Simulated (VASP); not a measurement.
# Zr2Pd2Se (Pmmm) in VASP: further runs, part 2 of 2

VASP 6.6.1.

### Step 4. Relaxation of cell and atoms, PBE

This run uses another cell than the first one, of 21.33 Å³/atom.

Contents of INCAR:

```
SYSTEM = Zr2Pd2Se
PREC     = Accurate       ! precision mode
ENCUT    = 600            ! plane-wave cutoff, eV
EDIFF    = 1E-6           ! SCF threshold, eV
ISMEAR   = 0              ! smearing method
SIGMA    = 0.1            ! smearing width, eV
LREAL    = .FALSE.        ! projectors in reciprocal space
LASPH    = .TRUE.         ! aspherical terms in the spheres
NELM     = 80             ! most SCF steps
ALGO     = Normal         ! electronic algorithm
ISIF     = 3              ! what is computed and relaxed
LWAVE    = .FALSE.        ! write WAVECAR
LCHARG   = .FALSE.        ! write CHGCAR
GGA      = PE             ! functional
IBRION   = 2              ! ionic algorithm
NSW      = 90             ! ionic steps
EDIFFG   = -0.04          ! ionic threshold
```

Contents of KPOINTS:

```
regular mesh
0
G
  6 4 2
  0 0 0
```

Contents of POSCAR:

```
Zr2Pd2Se
1.0
    3.4278365900      0.0000000000      0.0000000000
    0.0000000000      3.9841578000      0.0000000000
    0.0000000000      0.0000000000      7.8102402100
Zr Pd Se
2 2 1
Direct
    0.0000000000      0.5000000000      0.0000000000
    0.0000000000      0.0000000000      0.0000000000
    0.0000000000      0.0000000000      0.2569061300
    0.0000000000      0.0000000000      0.7430938700
    0.5000000000      0.0000000000      0.5000000000
```

Run with:

```
$ cat potpaw_PBE.64/Zr_sv/POTCAR potpaw_PBE.64/Pd/POTCAR potpaw_PBE.64/Se/POTCAR > POTCAR
$ mpirun -np 1 vasp_std > vasp.out
```

Wall time 15 min (1 thread of AMD EPYC 9R45 (Zen 5), shared host); peak memory 0.27 GiB.

Results (log left out):

```
Free energy                           : -27.7660 eV
Relaxed volume                        : 29.61 Å³/atom
Relaxed cell                          : a = 2.888 Å, b = 5.534 Å, c = 9.264 Å, α = 90.00°, β = 90.00°, γ = 90.00°
Space group after relaxing (to 0.1 Å) : Pmmm (No. 47)
Energy gained by relaxing             : 2220.3 meV/atom
Ionic steps                           : 17
Pressure after relaxing               : 0.0 GPa
Largest force after relaxing          : 0.026 eV/Å
Band gap on the k mesh                : zero (bands 25 and 26 overlap by 1.06 eV)
```

Forces in eV/Å, atoms in the order of the input:
```
Zr   0.000  0.000  0.000
Zr   0.000  0.000  0.000
Pd   0.000  0.000  0.026
Pd   0.000  0.000 -0.026
Se   0.000  0.000  0.000
```

Stress tensor (GPa, compression positive):
```
 0.05  0.00  0.00
 0.00  0.08  0.00
 0.00  0.00 -0.03
```

Step by step:
```tsv
step	energy change (eV)	largest force (eV/Å)	pressure (GPa)	volume (Å³)
1	0.0000	11.5653	54.63	106.66
2	-6.3648	0.7268	-7.76	249.39
3	-9.7638	0.1004	-3.54	162.20
4	-9.7694	0.0917	-3.20	160.97
5	-10.5706	1.1997	0.49	151.39
6	-10.5721	1.1440	0.24	151.75
7	-10.7087	0.9083	-0.25	151.87
8	-11.0098	0.1457	-0.97	151.85
9	-10.5488	1.6242	3.25	149.99
10	-11.0602	0.2575	-0.77	151.67
11	-11.0545	0.0705	0.94	146.43
12	-11.0972	0.0934	-0.07	149.13
13	-11.0972	0.0900	-0.05	149.08
14	-11.1003	0.0312	-0.32	148.92
15	-11.1004	0.0414	-0.27	148.95
16	-11.1008	0.0144	0.27	147.36
17	-11.1013	0.0264	0.03	148.05
```

Final structure:
```
CELL_PARAMETERS angstrom
2.88793 0.00000 0.00000
0.00000 5.53368 0.00000
0.00000 0.00000 9.26419
ATOMIC_POSITIONS crystal
Zr 0.00000 0.50000 0.00000
Zr 0.00000 0.00000 0.00000
Pd 0.00000 0.00000 0.27257
Pd 0.00000 0.00000 0.72743
Se 0.50000 0.00000 0.50000
```

Levels at points of the mesh, in eV from the Fermi level:
| k point | band 22 | band 23 | band 24 | band 25 | band 26 | band 27 | band 28 | band 29 |
| --- | --- | --- | --- | --- | --- | --- | --- | --- |
| (0.00, 0.00, 0.00) | -1.33 | -1.21 | -1.20 | -0.74 | -0.65 | 0.20 | 1.66 | 2.45 |
| (0.50, 0.00, 0.00) | -1.32 | -0.94 | -0.14 | -0.05 | 0.47 | 1.60 | 1.76 | 2.36 |
| (0.00, 0.50, 0.00) | -1.21 | -1.20 | -0.85 | -0.45 | -0.01 | 0.42 | 0.87 | 0.94 |
| (0.50, 0.50, 0.00) | -1.01 | -0.95 | -0.46 | -0.08 | 1.47 | 1.90 | 1.93 | 2.03 |
| (0.00, 0.00, 0.50) | -1.21 | -1.21 | -1.03 | -0.99 | -0.58 | 0.20 | 1.72 | 1.85 |
| (0.50, 0.00, 0.50) | -0.76 | -0.69 | -0.67 | -0.07 | 0.40 | 0.96 | 1.59 | 2.81 |
| (0.00, 0.50, 0.50) | -1.26 | -1.21 | -1.21 | -0.44 | -0.20 | 0.86 | 0.99 | 1.04 |
| (0.50, 0.50, 0.50) | -0.79 | -0.53 | -0.10 | 0.05 | 0.53 | 1.48 | 1.88 | 1.93 |

Caveat: the k points lie up to 0.36 Å⁻¹ apart in the final cell, too coarse for converged energies and pressures of a metal; the volume moved by over 15 % at a fixed basis, so the end points are rough.

### Step 5. Single point, PBE

This run uses another cell than the first one, of 30.07 Å³/atom.

Contents of INCAR:

```
PREC = Accurate
ENCUT = 520
EDIFF = 1E-6
ISMEAR = 0
SIGMA = 0.1
LREAL = False
LASPH = True
NELM = 100
ALGO = Normal
ISIF = 2
LWAVE = False
LCHARG = False
GGA = PE
NBANDS = 33
```

Contents of KPOINTS:

```
Automatic mesh
0
Gamma
  14 8 4
```

Contents of POSCAR:

```
Zr2Pd2Se
1.0
    2.8627937400      0.0000000000      0.0000000000
    0.0000000000      5.6483868048      0.0000000000
    0.0000000000      0.0000000000      9.2975821108
Zr Pd Se
2 2 1
Direct
    0.0000000000      0.5000000000      0.0000000000
    0.0000000000      0.0000000000      0.0000000000
    0.0000000000      0.0000000000      0.2687659730
    0.0000000000      0.0000000000      0.7312340270
    0.5000000000      0.0000000000      0.5000000000
```

Potentials or basis: VASP PAW PBE potentials, release 64 (Zr_sv, Pd, Se).

Run with:

```
$ cat potpaw_PBE.64/Zr_sv/POTCAR potpaw_PBE.64/Pd/POTCAR potpaw_PBE.64/Se/POTCAR > POTCAR
$ mpirun -np 1 vasp_std > vasp.out
```

OUTCAR:

```text
PREC = Accurate
   ENCUT = 520
   EDIFF = 1E-6
   ISMEAR = 0
   LREAL = False
   LASPH = True
   NELM = 100
   ISIF = 2
   GGA = PE

 ion  position               nearest neighbor table
   1  0.000  0.500  0.000-   2 2.82   2 2.82
   2  0.000  0.000  0.000-   3 2.50   4 2.50   1 2.82   1 2.82
   3  0.000  0.000  0.269-   2 2.50   5 2.58   5 2.58
   4  0.000  0.000  0.731-   2 2.50   5 2.58   5 2.58
   5  0.500  0.000  0.500-   3 2.58   4 2.58   3 2.58   4 2.58

  LATTYP: Found a simple orthorhombic cell.
 ALAT       =     2.8627937400
 B/A-ratio  =     1.9730330991
 C/A-ratio  =     3.2477303485

  Lattice vectors:

 A1 = (   2.8627937400,   0.0000000000,   0.0000000000)
 A2 = (   0.0000000000,   5.6483868048,   0.0000000000)
 A3 = (   0.0000000000,   0.0000000000,   9.2975821108)

Analysis of symmetry for initial positions (statically):
=====================================================================
 Subroutine PRICEL returns:
 Original cell was already a primitive cell.

 Routine SETGRP: Setting up the symmetry group for a
 simple orthorhombic supercell.

[... 173 lines left out ...]
 E-fermi :   3.6372     XC(G=0):  -8.7468

 val. band max:        3.6366636680   @ k =   0.3571   0.2500   0.0000
 cond. band min:       3.6398440339   @ k =   0.5000   0.2500   0.0000
 fundamental gap:      0.0031803659
 Fermi energy:         3.6372348828

 k-point     1 :       0.0000    0.0000    0.0000
  band No.  band energies     occupation
      1     -45.4151      2.00000
      2     -44.8006      2.00000
      3     -23.9442      2.00000
      4     -23.6213      2.00000
      5     -23.0079      2.00000
      6     -22.6257      2.00000
[... 853 lines left out ...]
     32       7.0720      0.00000
     33       8.1503      0.00000

 [... further k-points ...]

------------------------ aborting loop because EDIFF is reached ----------------------------------------

  FORCE on cell =-STRESS in cart. coord.  units (eV):
  Direction    XX          YY          ZZ          XY          YZ          ZX
  --------------------------------------------------------------------------------------
  -------------------------------------------------------------------------------------
  Total       -0.0321986     -0.0150220      0.1612179     -0.0000000      0.0000000      0.0000000
  in kB       -0.3431331     -0.1600860      1.7180641     -0.0000000      0.0000000      0.0000000
  external PRESSURE =       0.4049483 kB  Pullay stress =       0.0000000 kB

 VOLUME and BASIS-vectors are now :
 -----------------------------------------------------------------------------
  energy-cutoff  :      520.00
  volume of cell :      150.34
      direct lattice vectors                 reciprocal lattice vectors
     2.862793740  0.000000000  0.000000000     0.349309133  0.000000000  0.000000000
     0.000000000  5.648386805  0.000000000     0.000000000  0.177041700  0.000000000
     0.000000000  0.000000000  9.297582111     0.000000000  0.000000000  0.107554845

 POSITION                                       TOTAL-FORCE (eV/Angst)
 -----------------------------------------------------------------------------------
      0.00000      2.82419      0.00000         0.000000      0.000000      0.000000
      0.00000      0.00000      0.00000         0.000000      0.000000      0.000000
      0.00000      0.00000      2.49887         0.000000      0.000000      0.024013
      0.00000      0.00000      6.79871        -0.000000      0.000000     -0.024013
      1.43140      0.00000      4.64879         0.000000      0.000000      0.000000
 -----------------------------------------------------------------------------------
    total drift:                                0.000000      0.000000      0.000000

  FREE ENERGIE OF THE ION-ELECTRON SYSTEM (eV)
  ---------------------------------------------------
  free  energy   TOTEN  =       -27.8373078254 eV

  energy  without entropy=      -27.8066298037  energy(sigma->0) =      -27.82196881
```

OSZICAR:

```text
N       E                     dE             d eps       ncg     rms          rms(c)
DAV:   1     0.416773066868E+03    0.41677E+03   -0.24441E+04  7944   0.140E+03
DAV:   2     0.695348218384E+00   -0.41608E+03   -0.40096E+03  9147   0.352E+02
DAV:   3    -0.273451697955E+02   -0.28041E+02   -0.27104E+02 13055   0.740E+01
DAV:   4    -0.290093166830E+02   -0.16641E+01   -0.16520E+01 11495   0.161E+01
DAV:   5    -0.290800285093E+02   -0.70712E-01   -0.70685E-01 11635   0.249E+00    0.173E+01
DAV:   6    -0.284097348414E+02    0.67029E+00   -0.65950E+00 10521   0.128E+01    0.831E+00
DAV:   7    -0.283281559095E+02    0.81579E-01   -0.66237E+00  9835   0.903E+00    0.545E+00
DAV:   8    -0.279348966406E+02    0.39326E+00   -0.16707E+00 10479   0.526E+00    0.280E+00
DAV:   9    -0.278468420463E+02    0.88055E-01   -0.50631E-01 10582   0.403E+00    0.125E+00
DAV:  10    -0.278388459423E+02    0.79961E-02   -0.69111E-02 10394   0.116E+00    0.752E-01
DAV:  11    -0.278431055132E+02   -0.42596E-02   -0.20705E-02  9955   0.870E-01    0.526E-01
DAV:  12    -0.278366114958E+02    0.64940E-02   -0.12288E-02 11301   0.409E-01    0.101E-01
DAV:  13    -0.278371210072E+02   -0.50951E-03   -0.11791E-03  8981   0.172E-01    0.400E-02
DAV:  14    -0.278372306903E+02   -0.10968E-03   -0.11072E-04 10319   0.460E-02    0.230E-02
DAV:  15    -0.278373003141E+02   -0.69624E-04   -0.10662E-04  8445   0.436E-02    0.627E-03
DAV:  16    -0.278373069769E+02   -0.66628E-05   -0.10217E-05  9301   0.122E-02    0.546E-03
DAV:  17    -0.278373078254E+02   -0.84851E-06   -0.16266E-06  6601   0.622E-03
   1 F= -.27837308E+02 E0= -.27821969E+02  d E =-.306780E-01
```

It took 6.9 min on 1 thread of AMD EPYC 9R45 (Zen 5), shared host; peak memory 0.63 GiB.

Results:

| Quantity | Value |
| --- | --- |
| Free energy | -27.8373 eV |
| Pressure | 0.0 GPa |
| Largest force | 0.024 eV/Å |
| Band gap on the k mesh | zero (bands 25 and 26 overlap by 0.99 eV) |

Forces in eV/Å, atoms in the order of the input:
```
Zr   0.000  0.000  0.000
Zr   0.000  0.000  0.000
Pd   0.000  0.000  0.024
Pd   0.000  0.000 -0.024
Se   0.000  0.000  0.000
```

Levels at points of the mesh, in eV from the Fermi level:
| k point | band 22 | band 23 | band 24 | band 25 | band 26 | band 27 | band 28 | band 29 |
| --- | --- | --- | --- | --- | --- | --- | --- | --- |
| (0.00, 0.00, 0.00) | -1.28 | -1.11 | -1.10 | -0.83 | -0.55 | 0.29 | 1.58 | 2.30 |
| (0.50, 0.00, 0.00) | -1.23 | -0.80 | -0.22 | 0.06 | 0.66 | 1.78 | 1.85 | 2.44 |
| (0.00, 0.50, 0.00) | -1.11 | -1.10 | -0.85 | -0.37 | 0.05 | 0.33 | 0.77 | 0.81 |
| (0.50, 0.50, 0.00) | -1.02 | -0.90 | -0.50 | 0.03 | 1.57 | 1.82 | 2.00 | 2.01 |
| (0.00, 0.00, 0.50) | -1.11 | -1.10 | -1.04 | -0.90 | -0.61 | 0.26 | 1.63 | 1.71 |
| (0.50, 0.00, 0.50) | -0.68 | -0.64 | -0.58 | 0.04 | 0.59 | 0.91 | 1.77 | 2.88 |
| (0.00, 0.50, 0.50) | -1.18 | -1.11 | -1.11 | -0.46 | -0.25 | 0.75 | 0.87 | 1.07 |
| (0.50, 0.50, 0.50) | -0.68 | -0.55 | -0.01 | 0.09 | 0.56 | 1.57 | 1.83 | 2.00 |

### Step 6. Overview

| task | cell | k mesh | cutoff (eV) | gap on the mesh (eV) | pressure (GPa) | largest force (eV/Å) |
| --- | --- | --- | --- | --- | --- | --- |
| single point | a = 2.890, b = 5.553, c = 9.259 Å, 5 atoms, atomic positions A | 6 × 4 × 2 | 520 | none | 0.0 | 0.02 |
| single point | a = 3.428, b = 3.984, c = 7.810 Å, 5 atoms, atomic positions B | 6 × 4 × 2 | 520 | none | 54.6 | 11.57 |
| relaxation of cell and atoms | relaxed from a = 3.428, b = 3.984, c = 7.810 Å, 5 atoms, atomic positions B | 6 × 4 × 2 | 600 | none | 0.0 | 0.03 |
| single point | a = 2.863, b = 5.648, c = 9.298 Å, 5 atoms, atomic positions C | 14 × 8 × 4 | 520 | none | 0.0 | 0.02 |

Alike in all rows: level PBE; potentials or basis VASP PAW PBE potentials, release 64 (Zr_sv, Pd, Se); no spin polarisation; smearing gaussian 0.1 eV.

Caveats: some runs use coarse meshes; atoms lie so close that the PAW spheres overlap strongly, which falsifies energies and pressures (at least some runs); forces of over 1 eV/Å act on the atoms, so gaps and moduli don't describe the material at rest (at least some runs); the volume moved by over 15 % at a fixed basis, so the end points are rough (at least some runs).

Total energies depend on the potentials used, so only differences within one code and one set of settings carry meaning.

The gap in the log of VASP goes by the Fermi energy; the results here count the filled bands.